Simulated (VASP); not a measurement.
A run of VASP 6.6.1:

INCAR

```
SYSTEM = Mg4H
PREC = Accurate
ENCUT = 520
EDIFF = 1E-6
ISMEAR = 0
SIGMA = 0.1
LREAL = .FALSE.
LASPH = .TRUE.
NELM = 100
ALGO = Normal
ISIF = 2
LWAVE = .FALSE.
LCHARG = .FALSE.
LDIPOL = .TRUE.
IDIPOL = 3
DIPOL = 0.5 0.5 0.504
GGA = PS
IBRION = 2
NSW = 90
EDIFFG = -0.03
```

The input KPOINTS:

```
Automatic mesh
0
G
  9 9 1
  0 0 0
```

Contents of POSCAR:

```
Mg4H
1.0
    3.1881999938      0.0000000000      0.0000000000
   -1.5940999969      2.7610621870      0.0000000000
    0.0000000000      0.0000000000     26.6626988054
Mg H
4 1
Selective dynamics
Direct
    0.6666666667      0.3333333333      0.3187974354  F F F
    0.3333333333      0.6666666667      0.4145954247  F F F
    0.6666666667      0.3333333333      0.5089990241  T T T
    0.3333333333      0.6666666667      0.6063904499  T T T
    0.3333333333      0.6666666667      0.6709000486  T T T
```

Potentials or basis: VASP PAW PBE potentials, release 64 (Mg, H).

Launch:

```sh
$ cat potpaw_PBE.64/Mg/POTCAR potpaw_PBE.64/H/POTCAR > POTCAR
$ mpirun -np 1 vasp_std > vasp.out
```

Hardware: 1 thread of Intel(R) Xeon(R) 6975P-C (Granite Rapids) (shared host).

Problem. How long does it take, and how much memory?

Solution. It took 64 s on 1 thread of Intel(R) Xeon(R) 6975P-C (Granite Rapids), with other jobs on the host, peak memory 0.33 GiB. Counts: scf iterations 45, k points 12, ion steps 5.
